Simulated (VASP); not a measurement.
A run of VASP 6.6.1 is set up as follows.

Contents of INCAR:

```
  PREC = Accurate
  ENCUT = 600
  EDIFF = 1E-6
  ISMEAR = 0
  SIGMA = 0.01
  LREAL = F
  LASPH = T
  NELM = 120
  ALGO = Normal
  ISIF = 2
  LWAVE = F
  LCHARG = F
  GGA = PE
  NBANDS = 11
  GGA_COMPAT = F
```

KPOINTS

```
Automatic mesh
0
Gamma
  3 3 3
```

Contents of POSCAR:

```
BN
1.0
    0.0000000000      1.7109940800      1.7109940800
    1.7109940800      0.0000000000      1.7109940800
    1.7109940800      1.7109940800      0.0000000000
B N
1 1
Direct
    0.0000000000      0.0000000000      0.0000000000
    0.2500000000      0.2500000000      0.2500000000
```

Potentials or basis: VASP PAW PBE potentials, release 64 (B, N).

Run with:

```sh
$ cat potpaw_PBE.64/B/POTCAR potpaw_PBE.64/N/POTCAR > POTCAR
$ mpirun -np 1 vasp_std > vasp.out
```

(1) Predict the band gap on the k mesh.

(2) What does it give for the pressure?

Results:

(1) 6.02 eV, indirect (least direct gap 9.50 eV).

(2) 93.3 GPa.

Caveat: the k points lie up to 1.06 Å⁻¹ apart.
